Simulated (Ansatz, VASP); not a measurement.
Cu in VASP and in Ansatz

```xyz
1
Lattice="-1.4145 1.4145 1.4145 1.4145 -1.4145 1.4145 1.4145 1.4145 -1.4145" Properties=species:S:1:pos:R:3 pbc="T T T"
Cu    0.0000    0.0000    0.0000
```

Alike in both runs: functional PBEsol; k mesh 10 × 10 × 10; occupations gaussian, width 0.1 eV; no spin polarisation.

Ansatz relaxed the structure, and its values are those at the end. VASP's run is a single point on that final structure, the one shown.

|  | VASP | Ansatz |
| --- | --- | --- |
| version | VASP 6.6.1 | Ansatz 0.2.0 |
| potentials or method | VASP PAW PBE potentials, release 64 (Cu), cutoff 600 eV | scalar-relativistic, plane waves, PAW |
| valence electrons in the cell | 11 | 19 |

```csv
,VASP,Ansatz,Ansatz less VASP
gap on the k mesh at the Fermi level (eV),none,none,-
pressure (GPa),1.2,0.4,-0.80
```

VASP's potentials were made for PBE, not for PBEsol. A gap of «none» marks a metal or a gap that the smearing closes. VASP's potentials hold 11 valence electrons a cell and Ansatz's 19, so a difference there can come from the potentials and not from the codes.
